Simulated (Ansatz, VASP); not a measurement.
# KAg2AsP4: VASP beside Ansatz

The input INCAR:

```
PREC = Accurate ; ENCUT = 520
EDIFF = 1E-7 ; ISMEAR = -1
SIGMA = 0.0102 ; LREAL = F
LASPH = T ; NELM = 80
ALGO = Normal ; ISIF = 2
LWAVE = F ; LCHARG = F
GGA = PE ; NBANDS = 38
```

File KPOINTS:

```
Automatic mesh
0
Gamma
  7 7 7
```

POSCAR

```
KAg2AsP4
1.0
   -3.2824700000      3.2824700000      3.9376510000
    3.2824700000     -3.2824700000      3.9376510000
    3.2824700000      3.2824700000     -3.9376510000
Ag As K P
2 1 1 4
Direct
    0.2500000000      0.7500000000      0.5000000000
    0.7500000000      0.2500000000      0.5000000000
    0.0000000000      0.0000000000      0.0000000000
    0.5000000000      0.5000000000      0.0000000000
    0.0315000000      0.6965000000      0.0000000000
    0.3035000000      0.3035000000      0.3350000000
    0.6965000000      0.0315000000      0.0000000000
    0.9685000000      0.9685000000      0.6650000000
```

Input for Ansatz:

```yaml
crystal:
  lattice:
    - [-3.28247, 3.28247, 3.937651]
    - [3.28247, -3.28247, 3.937651]
    - [3.28247, 3.28247, -3.937651]
  atoms:
    - { symbol: Ag, position: [0.25, 0.75, 0.5] }
    - { symbol: Ag, position: [0.75, 0.25, 0.5] }
    - { symbol: As, position: [0.0, 0.0, 0.0] }
    - { symbol: K, position: [0.5, 0.5, 0.0] }
    - { symbol: P, position: [0.0315, 0.6965, 0.0] }
    - { symbol: P, position: [0.3035, 0.3035, 0.335] }
    - { symbol: P, position: [0.6965, 0.0315, 0.0] }
    - { symbol: P, position: [0.9685, 0.9685, 0.665] }
  symmetry: { tolerance: 0.0003 }
kpoints:
  mp_grid: { grid: [7, 7, 7], shift: [0, 0, 0] }
  band_path:
    path:
      - [0.0, 0.0, 0.0]
      - [0.0, 0.0, 0.5]
      - [0.25, 0.25, 0.25]
      - [0.0, 0.5, 0.0]
      - [0.0, 0.0, 0.0]
      - [0.5, 0.5, -0.5]
      - [0.42372691, 0.57627309, -0.42372691]
      - [-0.42372691, 0.42372691, 0.42372691]
      - [0.0, 0.0, 0.0]
      - [0.0, 0.0, 0.5]
      - [-0.34745382, 0.34745382, 0.5]
    npoints: 6
magnetization:
  spin_polarized: false
scf:
  occupations: { method: fermi_dirac, width: 0.0102 }
  lower_state_search: "off"
  max_iter: 200
hamiltonian:
  pseudopotentials: { kind: paw }
  xc: pbe
basis:
  ecutwfc: 420
  fft_grid_basis: typed
output:
  forces: true
  stress: true
  eigenvalues: true
  bader: true
  populations: true
  elf: true
  write_potential: true
  volumetric_format: npy
  dos:
    e_range: [-12, 8]
    de: 0.05
    projected: { site_lists: { Ag: [Ag], As: [As], K: [K], P: [P] } }
checkpoint:
  read: saved_state
```

Alike in both runs: task single point; functional PBE; k mesh 7 × 7 × 7; occupations fermi-dirac, width 0.0102 eV; no spin polarisation.

|  | VASP | Ansatz |
| --- | --- | --- |
| version | VASP 6.6.1 | Ansatz 0.2.0 |
| potentials or method | VASP PAW PBE potentials, release 64 (Ag, As, K_sv, P), cutoff 520 eV | PAW plane waves |
| valence electrons in the cell | 56 | 82 |

Ansatz gave:

| Quantity | Value |
| --- | --- |
| pressure (GPa) | 25.3 |
| traceless stress, the component that is largest in VASP (GPa) | 1.37 |
| rms of the force components (eV/Å) | 4.643 |

Q: What did VASP give for the same quantities?

A: Pressure (GPa): 25.9; traceless stress, the component that is largest in VASP (GPa): 1.32; rms of the force components (eV/Å): 4.746.

Atom by atom the forces differ by 0.103 eV/Å (rms over components). VASP's potentials hold 56 valence electrons a cell and Ansatz's 82, so a difference there can come from the potentials and not from the codes.
